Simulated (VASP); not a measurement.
# Ba5Na4Al2O10 in VASP: further runs

Runs on Ba5Na4Al2O10. Level: PBE. Tasks: single point.

Program: VASP 6.6.1. These are calculated values, not measurements. Logs are shortened: lines on timing, memory, paths and dates and some standing lists are left out, and cuts for length are marked.

**1. The cell of the first run**

The cell holds a disordered packing, 21 atoms: a = 6.933 Å, b = 7.215 Å, c = 6.739 Å, α = 90.92°, β = 88.87°, γ = 91.24°.

**2. Single point, PBE**

File INCAR:

```
  PREC = Accurate
  ENCUT = 970
  EDIFF = 1E-6
  ISMEAR = -1
  SIGMA = 0.05
  LREAL = Auto
  LASPH = True
  NELM = 120
  ALGO = Normal
  ISIF = 2
  LWAVE = False
  LCHARG = True
  GGA = PE
  LELF = True
  LVHAR = True
  ISYM = 0
  NBANDS = 92
  GGA_COMPAT = False
```

File KPOINTS:

```
regular mesh
0
Gamma
  1 1 1
```

File POSCAR:

```
Ba5Na4Al2O10
1.0
    6.9327090000     -0.0765500000      0.0671430000
   -0.0765500000      7.2143380000     -0.0554530000
    0.0671430000     -0.0554530000      6.7389310000
Ba O Al Na
5 10 2 4
Direct
    0.7211814267      0.9018568385      0.2549658667
    0.4252207537      0.6588290557      0.8602031169
    0.9526687358      0.6684799529      0.8057730791
    0.4703710649      0.1175497688      0.6608093128
    0.9744779912      0.1235723924      0.6407537166
    0.2427998023      0.0763964619      0.3575022664
    0.6560043176      0.3951359497      0.8588925122
    0.1311770305      0.4374684300      0.5559034983
    0.4446559479      0.5634518918      0.3002539369
    0.2027353159      0.8157295300      0.5945243233
    0.6854405225      0.8184434391      0.6346479302
    0.7296981625      0.2283297962      0.3775617303
    0.4329391177      0.9646762617      0.0171879429
    0.0902942624      0.7134192788      0.1929523557
    0.9982405473      0.0306999866     -0.0011042491
    0.1989597874      0.9463312642      0.1422687294
    0.2185995945      0.6321862711      0.4142722626
    0.7289259129      0.4576792401      0.1664374386
    0.0380181402      0.2841903599      0.2609962257
    0.4565051448      0.2635030099      0.1565886203
    0.6611659905      0.5135784759      0.5329821301
```

Potentials or basis: VASP PAW PBE potentials, release 64 (Ba_sv, O, Al, Na_sv).

Started as:

```sh
$ cat potpaw_PBE.64/Ba_sv/POTCAR potpaw_PBE.64/O/POTCAR potpaw_PBE.64/Al/POTCAR potpaw_PBE.64/Na_sv/POTCAR > POTCAR
$ mpirun -np 1 vasp_gam > vasp.out
```

OUTCAR:

```text
PREC = Accurate
   ENCUT = 970
   EDIFF = 1E-6
   ISMEAR = -1
   LREAL = Auto
   LASPH = True
   NELM = 120
   ISIF = 2
   GGA = PE
   ISYM = 0

 ion  position               nearest neighbor table
   1  0.721  0.902  0.255-  12 2.48  13 2.64  11 2.64  15 2.72  14 2.94   9 3.09  18 3.25  20 3.31
                            16 3.39   5 3.51   4 3.57  16 3.74   2 3.78   3 3.79   3 4.44   4 4.70
   2  0.425  0.659  0.860-  13 2.43   7 2.51  11 2.60  10 2.67  21 2.91   9 3.06  16 3.21  14 3.22
                             8 3.29   3 3.31  17 3.36   4 3.60   3 3.67   1 3.78  17 3.98   4 4.13
   3  0.953  0.668  0.806-  10 2.46  11 2.48   8 2.66  14 2.81   7 2.84  15 2.91  21 2.95  17 3.20
                            18 3.24   2 3.31  16 3.45   5 3.48   2 3.67   1 3.79   5 4.07   1 4.44
   4  0.470  0.118  0.661-   6 2.62  11 2.65  13 2.66   7 2.71  12 2.71  10 2.87  21 3.24   5 3.44
                             5 3.49   1 3.57   2 3.60  16 3.92   2 4.13   1 4.70
   5  0.974  0.124  0.641-  15 2.52   8 2.56  12 2.61   6 2.66  10 2.77  19 2.85  11 2.95   7 3.29
                             4 3.44   3 3.48   4 3.49   1 3.51  16 3.88  16 3.99   3 4.07
   6  0.243  0.076  0.358-  16 1.74   4 2.62   5 2.66
   7  0.656  0.395  0.859-   2 2.51   4 2.71   3 2.84   5 3.29
   8  0.131  0.437  0.556-  17 1.80   5 2.56   3 2.66   2 3.29
   9  0.445  0.563  0.300-  17 1.81   2 3.06   1 3.09
  10  0.203  0.816  0.595-  17 1.79   3 2.46   2 2.67   5 2.77   4 2.87
  11  0.685  0.818  0.635-   3 2.48   2 2.60   1 2.64   4 2.65   5 2.95
  12  0.730  0.228  0.378-   1 2.48   5 2.61   4 2.71
  13  0.433  0.965  0.017-  16 1.82   2 2.43   1 2.64   4 2.66
  14  0.090  0.713  0.193-  16 1.86  17 1.86   3 2.81   1 2.94   2 3.22
  15  0.998  0.031  0.999-  16 1.83   5 2.52   1 2.72   3 2.91
  16  0.199  0.946  0.142-   6 1.74  13 1.82  15 1.83  14 1.86  17 2.94   2 3.21   1 3.39   3 3.45
                             1 3.74   5 3.88   4 3.92   5 3.99
  17  0.219  0.632  0.414-  10 1.79   8 1.80   9 1.81  14 1.86  16 2.94   3 3.20   2 3.36   2 3.98

  18  0.729  0.458  0.166-   3 3.24   1 3.25
  19  0.038  0.284  0.261-   5 2.85
  20  0.457  0.264  0.157-   1 3.31
  21  0.661  0.514  0.533-   2 2.91   3 2.95   4 3.24

IMPORTANT INFORMATION: All symmetrisations will be switched off!
NOSYMM: (Re-)initialisation of all symmetry stuff for point group C_1.

----------------------------------------------------------------------------------------

                                     Primitive cell

  volume of cell :     336.9542

  direct lattice vectors                    reciprocal lattice vectors
     6.932709000 -0.076550000  0.067143000     0.144274342  0.001519915 -0.001424963
    -0.076550000  7.214338000 -0.055453000     0.001519915  0.138637637  0.001125671
     0.067143000 -0.055453000  6.738931000    -0.001424963  0.001125671  0.148414949

  length of vectors
     6.933456725  7.214957222  6.739493619     0.144289384  0.138650538  0.148426058

  position of ions in fractional coordinates (direct lattice)
     0.721181427  0.901856839  0.254965867
     0.425220754  0.658829056  0.860203117
     0.952668736  0.668479953  0.805773079
     0.470371065  0.117549769  0.660809313
     0.974477991  0.123572392  0.640753717
     0.242799802  0.076396462  0.357502266
[... 13 lines left out ...]
     0.456505145  0.263503010  0.156588620
     0.661165991  0.513578476  0.532982130

  ion indices of the primitive-cell ions
   primitive index   ion index
                 1           1
                 2           2
                 3           3
                 4           4
                 5           5
                 6           6
[... 13 lines left out ...]
                20          20
                21          21

----------------------------------------------------------------------------------------

 KPOINTS: regular mesh

Automatic generation of k-mesh.
 Grid dimensions read from file:
 generate k-points for:    1    1    1

 Generating k-lattice:

  Cartesian coordinates                     Fractional coordinates (reciprocal lattice)
     0.144274342  0.001519915 -0.001424963     1.000000000 -0.000000000  0.000000000
     0.001519915  0.138637637  0.001125671     0.000000000  1.000000000  0.000000000
    -0.001424963  0.001125671  0.148414949     0.000000000  0.000000000  1.000000000

  Length of vectors
     0.144289384  0.138650538  0.148426058

  Shift w.r.t. Gamma in fractional coordinates (k-lattice)
     0.000000000  0.000000000  0.000000000

 Subroutine IBZKPT returns following result:
 ===========================================

 Found      1 irreducible k-points:

 Following reciprocal coordinates:
            Coordinates               Weight
  0.000000  0.000000  0.000000      1.000000
   k-points           NKPTS =      1   k-points in BZ     NKDIM =      1   number of bands    NBANDS=     92
   number of dos      NEDOS =    301   number of ions     NIONS =     21
   total plane-waves  NPLWV = 392000
   dimension x,y,z NGX =    70 NGY =   80 NGZ =   70
   dimension x,y,z NGXF=   140 NGYF=  160 NGZF=  140
   ions per type =               5  10   2   4
   NGX,Y,Z   is equivalent  to a cutoff of  16.78, 18.43, 17.27 a.u.
   NGXF,Y,Z  is equivalent  to a cutoff of  33.57, 36.87, 34.53 a.u.
 SYSTEM =  unknown system
   PREC   = accura    normal or accurate (medium, high low for compatibility)
   ISTART =      0    job   : 0-new  1-cont  2-samecut
   ICHARG =      2    charge: 1-file 2-atom 10-const
   ISPIN  =      1    spin polarized calculation?
   LNONCOLLINEAR =      F non collinear calculations
   LSORBIT =      F    spin-orbit coupling
   LASPH  =      T    aspherical Exc in radial PAW
   ENCUT  =  970.0 eV  71.29 Ry    8.44 a.u.  17.61 18.32 17.11*2*pi/ulx,y,z
   NELM   =    120;   NELMIN=  2; NELMDL= -5     # of ELM steps
   EDIFF  = 0.1E-05   stopping-criterion for ELM
   LREAL  =      T    real-space projection
   EDIFFG = 0.1E-04   stopping-criterion for IOM
   NSW    =      0    number of steps for IOM
   IBRION =     -1    ionic relax: 0-MD 1-quasi-New 2-CG
   NFREE  =      0    steps in history (QN), initial steepest desc. (CG)
   ISIF   =      2    stress and relaxation
   ISYM   =      0    0-nonsym 1-usesym 2-fastsym
   POTIM  = 0.5000    time-step for ionic-motion
   TEBEG  =    0.0;   TEEND  =   0.0 temperature during run
   PSTRESS=    0.0 pullay stress
   NELECT =     152.0000    total number of electrons
   NUPDOWN=      -1.0000    fix difference up-down
   EMIN   =  10.00;   EMAX   =-10.00  energy-range for DOS
   EFERMI =   0.00;   METHOD = LEGACY
   ISMEAR =    -1;   SIGMA  =   0.05  broadening in eV -4-tet -1-fermi 0-gaus
   EFERMI_NEDOS =   21; number of points for ismear=-14 and -15
   IALGO  =     38    algorithm
   IMIX   =      4    mixing-type and parameters
     AMIX     =   0.40;   BMIX     =  1.00
     AMIX_MAG =   1.60;   BMIX_MAG =  1.00
  volume/ion in A,a.u.               =      16.05       108.28
  Fermi-wavevector in a.u.,A,eV,Ry     =   1.255545  2.372637 21.448142  1.576394
  Thomas-Fermi vector in A             =   2.389297
   LORBIT       =      0    0 simple, 1 ext, 2 COOP (PROOUT), +10 PAW based schemes
   GGA     = PE    functional components
   LHFCALC =     F    Hartree Fock is set to
   AEXX    =    0.0000 exact exchange contribution
   IVDW    =     0    specifies the selected vdW correction
   LEPSILON=     F    determine dielectric tensor
   LRPA    =     F    only Hartree local field effects (RPA)
 non-spin polarized calculation
  energy-cutoff  :      970.00
  volume of cell :      336.95
 maximum number of plane-waves:     11565
 NGX is ok and might be reduce to    70
   NGX = 35   NGY = 37   NGZ = 35

 number of electron     151.9999999 magnetization

 Free energy of the ion-electron system (eV)
  ---------------------------------------------------
  ext. energy  EPLUGINS =         0.00000000
  ---------------------------------------------------
  free energy    TOTEN  =      -115.41243842 eV

  energy without entropy =     -115.41243841  energy(sigma->0) =     -115.41243841

 E-fermi :   3.7393     XC(G=0):  -9.6572

 val. band max:        2.6802813302   @ k =   0.0000   0.0000   0.0000
 cond. band min:       4.7993304036   @ k =   0.0000   0.0000   0.0000
 fundamental gap:      2.1190490733
 Fermi energy:         3.7392962026

 k-point     1 :       0.0000    0.0000    0.0000
  band No.  band energies     occupation
      1     -48.9341      2.00000
      2     -48.3012      2.00000
      3     -48.1813      2.00000
      4     -47.9283      2.00000
      5     -23.5737      2.00000
      6     -23.4331      2.00000
[... 80 lines left out ...]
     87       8.3109      0.00000
     88       8.4568      0.00000
 [bands above 88 left out]

------------------------ aborting loop because EDIFF is reached ----------------------------------------

  FORCE on cell =-STRESS in cart. coord.  units (eV):
  Direction    XX          YY          ZZ          XY          YZ          ZX
  --------------------------------------------------------------------------------------
  -------------------------------------------------------------------------------------
  Total       14.8999592     15.1589829     15.6703091     -2.0031270      1.4709141      0.4501290
  in kB       70.8475340     72.0791606     74.5104559     -9.5246307      6.9940214      2.1403099
  external PRESSURE =      72.4790502 kB  Pullay stress =       0.0000000 kB

 VOLUME and BASIS-vectors are now :
 -----------------------------------------------------------------------------
  energy-cutoff  :      970.00
  volume of cell :      336.95
      direct lattice vectors                 reciprocal lattice vectors
     6.932709000 -0.076550000  0.067143000     0.144274342  0.001519915 -0.001424963
    -0.076550000  7.214338000 -0.055453000     0.001519915  0.138637637  0.001125671
     0.067143000 -0.055453000  6.738931000    -0.001424963  0.001125671  0.148414949

 POSITION                                       TOTAL-FORCE (eV/Angst)
 -----------------------------------------------------------------------------------
      4.94782      6.43696      1.71661        -0.320717      0.123449     -0.579507
      2.95525      4.67276      5.78887        -0.456411     -0.577363     -0.153146
      6.60751      4.70503      5.45694        -0.358596      0.060140      0.715709
      3.29632      0.77539      4.47821        -0.365812      0.055049     -0.389410
      6.78934      0.78137      4.37657         0.059159      0.003913      0.744341
      1.70142      0.51274      2.42125        -0.151931      0.741831     -0.795629
[... 13 lines left out ...]
      3.15516      1.85737      1.07128        -0.183039     -0.257772      0.323659
      4.58014      3.62496      3.60764        -0.098730     -0.633494     -0.104703
 -----------------------------------------------------------------------------------
    total drift:                               -0.086014      0.070627      0.033823

  FREE ENERGIE OF THE ION-ELECTRON SYSTEM (eV)
  ---------------------------------------------------
  free  energy   TOTEN  =      -115.4124384158 eV

  energy  without entropy=     -115.4124384131  energy(sigma->0) =     -115.41243841
```

Wall time 3 min (1 thread of Intel Xeon Platinum 8375C at 2.90GHz (Ice Lake), shared host); peak memory 0.76 GiB.

Results:

* Free energy: -115.4124 eV
* Pressure: 7.2 GPa
* Largest force: 1.408 eV/Å

Forces on the atoms (eV/Å):
```
Ba  -0.321  0.123 -0.580
Ba  -0.456 -0.577 -0.153
Ba  -0.359  0.060  0.716
Ba  -0.366  0.055 -0.389
Ba   0.059  0.004  0.744
O   -0.152  0.742 -0.796
O    0.281  0.237 -0.237
O   -0.197  0.758 -0.060
O   -0.169  0.462 -0.261
O    0.156 -1.110  0.335
O    0.286  0.040  0.052
O   -0.062 -0.102  0.230
O   -0.756  0.155  0.479
O    0.091 -0.468  0.295
O    1.070 -0.250  0.881
Al  -0.378  0.459 -0.159
Al   1.163  0.052 -0.598
Na   0.220  0.051 -0.224
Na   0.170  0.201 -0.495
Na  -0.183 -0.258  0.324
Na  -0.099 -0.633 -0.105
```

Stress tensor (GPa, compression positive):
```
 7.08 -0.95  0.21
-0.95  7.21  0.70
 0.21  0.70  7.45
```

Caveat: the k points lie up to 0.93 Å⁻¹ apart; the atoms stand as in a frame of molecular dynamics; spin-orbit coupling is left out, which moves the levels of the heavy elements.

**3. Single point, PBE**

File INCAR:

```
SYSTEM = Ba5Na4Al2O10
ALGO = Normal ; EDIFF = 1E-6
ENCUT = 970 ; GGA = PE
GGA_COMPAT = .FALSE. ; ISIF = 2
ISMEAR = -1 ; ISYM = 0
LASPH = .TRUE. ; LCHARG = .FALSE.
LREAL = Auto ; LWAVE = .FALSE.
NBANDS = 92 ; NELM = 120
PREC = Accurate ; SIGMA = 0.293
```

File KPOINTS:

```
k-points
0
G
  1 1 1
  0 0 0
```

File POSCAR:

```
Ba5Na4Al2O10
1.0
    6.9327090000     -0.0765500000      0.0671430000
   -0.0765500000      7.2143380000     -0.0554530000
    0.0671430000     -0.0554530000      6.7389310000
Ba O Al Na
5 10 2 4
Direct
    0.6150933033     -0.0413476027      0.1733905484
    0.3546791975      0.6722453053      0.9091150798
    0.8163477450      0.7745997402      0.8073850055
    0.3258506139      0.1505590880      0.7145021021
    0.8614211536      0.2229173349      0.6334411251
    1.1200166134      0.3426969221      0.2956405544
    0.5525827183      0.4785866686      0.8016118588
    0.0717183295      0.6399719672      0.5750643510
    0.4061409664      0.7152554340      0.2996838129
    0.0734362523      0.9704577132      0.4045301935
    0.5304947298      0.9018357732      0.7362039308
    0.5929434447      0.2221334523      0.4180474566
    0.3565404791      0.0765576794      0.1090076684
    0.0104406703      0.6499732441      0.1174407259
   -0.0240887723      0.0750859386      0.9380617093
    0.1024317535      0.0878576163      0.2023585630
    0.1566876275      0.7176828051      0.3603933899
    0.8638626099      0.5587173030      0.3776673516
    0.0270212727      0.4253587004      0.9233216851
    0.5409699234      0.3793132959      1.1522925100
    0.4669610177      0.5037985114      0.5046233557
```

Potentials or basis: VASP PAW PBE potentials, release 64 (Ba_sv, O, Al, Na_sv).

Started as:

```sh
$ cat potpaw_PBE.64/Ba_sv/POTCAR potpaw_PBE.64/O/POTCAR potpaw_PBE.64/Al/POTCAR potpaw_PBE.64/Na_sv/POTCAR > POTCAR
$ mpirun -np 1 vasp_gam > vasp.out
```

Run time: 2 min. Hardware: 1 thread of AMD EPYC 9R45 (Zen 5), shared host; peak memory 0.73 GiB.

It converged, with:

* Free energy: -108.1473 eV
* Pressure: 13.5 GPa
* Largest force: 6.960 eV/Å

Forces in eV/Å, atoms in the order of the input:
```
Ba   4.184 -0.478  2.791
Ba  -5.234  3.226  1.347
Ba   3.125 -1.345 -0.342
Ba   0.318 -0.048 -0.678
Ba  -0.879 -0.061 -2.013
O   -0.729 -1.990 -0.125
O    3.879 -3.911 -0.496
O   -0.160 -1.514  3.462
O   -0.417 -1.032  0.163
O   -0.769 -3.057  2.652
O    0.017  1.144 -0.799
O    0.464  0.583  0.655
O   -5.011  1.939 -1.997
O    0.170  2.001  1.401
O    0.383  0.598  2.043
Al   2.487  4.855 -4.323
Al   1.321  1.774 -3.559
Na  -1.822 -1.542 -0.942
Na   0.056 -0.580  1.562
Na  -0.714 -0.363 -0.442
Na  -0.669 -0.197 -0.361
```

Stress tensor (GPa, compression positive):
```
15.29 -3.84 -0.61
-3.84 14.88 -2.11
-0.61 -2.11 10.45
```

Levels at points of the mesh, in eV from the Fermi level:
| k point | band 72 | band 73 | band 74 | band 75 | band 76 | band 77 | band 78 | band 79 | band 80 | band 81 |
| --- | --- | --- | --- | --- | --- | --- | --- | --- | --- | --- |
| (0.00, 0.00, 0.00) | -1.89 | -1.74 | -1.62 | -1.28 | -0.90 | 0.77 | 1.99 | 2.32 | 2.50 | 2.69 |

Caveat: the k points lie up to 0.93 Å⁻¹ apart; the atoms stand as in a frame of molecular dynamics; spin-orbit coupling is left out, which moves the levels of the heavy elements.

(Part 1 of 2 ends here.)
